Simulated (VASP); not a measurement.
Write the native input for VASP 6.6.1 that does the following.

```
Task                   : relaxation of cell and atoms
Functional             : PBE
Potentials or basis    : VASP PAW PBE potentials, release 64 (P)
Cutoff                 : 600 eV
k mesh                 : 6 × 6 × 6
Occupations            : gaussian, width 0.1 eV
Spin                   : no spin polarisation
Dipole correction      : no
Further INCAR settings : ALGO = Normal; EDIFF = 1e-07; IBRION = 2; EDIFFG = -0.04; NSW = 90; ISIF = 3
```

The structure of P lies in POSCAR:

```
P
1.0
    2.8920592600      0.0000000000      0.0000000000
    0.0000000000      3.7261895400      0.0000000000
    0.0000000000      0.0000000000      3.6079869000
P
2
Direct
    0.5000000000      0.0000000000      0.8169812600
    0.0000000000      0.5000000000      0.1830187400
```

The cell was built from a structure type or drawn by symmetry, and may not be a known phase.

These files were run (other wordings do the same):

INCAR

```
  ALGO = Normal
  EDIFF = 1E-7
  EDIFFG = -0.04
  ENCUT = 600
  GGA = PE
  IBRION = 2
  ISIF = 3
  ISMEAR = 0
  LASPH = T
  LCHARG = F
  LREAL = F
  LWAVE = F
  NELM = 80
  NSW = 90
  PREC = Accurate
  SIGMA = 0.1
```

KPOINTS

```
k-points
0
Gamma
  6 6 6
```

Potentials or basis: VASP PAW PBE potentials, release 64 (P).

Launch:

```sh
$ cat potpaw_PBE.64/P/POTCAR > POTCAR
$ mpirun -np 1 vasp_std > vasp.out
```

Results of the run:

The relaxed volume is 18.85 Å³/atom. The relaxed cell is a = 3.059 Å, b = 3.061 Å, c = 4.027 Å, α = 90.00°, β = 90.00°, γ = 90.00°. The space group after relaxing (to 0.1 Å) is P4/nmm (No. 129) and the energy gained by relaxing is 445.8 meV/atom. The ionic steps are 41, the pressure after relaxing is 0.1 GPa and the largest force after relaxing is 0.003 eV/Å. The band gap on the k mesh is zero (bands 5 and 6 overlap by 3.20 eV).

Caveat: the k points lie up to 0.34 Å⁻¹ apart in the final cell, too coarse for converged energies and pressures of a metal; a cell axis changed by over 15 % at a fixed basis, so the end point is rough; this functional lacks dispersion, which binds the layers, so the pressure and a relaxed spacing across them are unreliable.

Wall time 4.7 min on 1 thread of Intel(R) Xeon(R) 6975P-C (Granite Rapids) (shared host), peak memory 0.17 GiB.
